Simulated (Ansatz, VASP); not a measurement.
**WS3: VASP beside Ansatz**

```
CELL_PARAMETERS angstrom
4.79582 0.00000 0.00000
0.00000 4.79582 0.00000
0.00000 0.00000 4.79582
ATOMIC_POSITIONS crystal
W 0.00000 0.00000 0.00000
S 0.00000 0.00000 0.50000
S 0.00000 0.50000 0.00000
S 0.50000 0.00000 0.00000
```

Alike in both runs: task relaxation of cell and atoms; functional PBEsol; k mesh 4 × 4 × 4; occupations gaussian, width 0.1 eV; no spin polarisation.

```csv
,VASP,Ansatz
version,VASP 6.6.1,Ansatz 0.2.0
potentials or method,"VASP PAW PBE potentials, release 64 (W_sv, S), cutoff 600 eV","scalar-relativistic, plane waves, PAW"
valence electrons in the cell,32,32
```

Ansatz gave:

```
gap on the k mesh at the Fermi level, each at its own relaxed structure (eV) : none
relaxed volume (Å³/atom)                                                     : 24.92
relaxed cell length with the largest relative difference (Å)                 : 4.637
```

Question: What did VASP give for the same quantities?

Answer: gap on the k mesh at the Fermi level, each at its own relaxed structure (eV): none; relaxed volume (Å³/atom): 24.99; relaxed cell length with the largest relative difference (Å): 4.641.

VASP's potentials were made for PBE, not for PBEsol. A gap of «none» marks a metal or a gap that the smearing closes.

Neither program's run includes spin-orbit coupling.
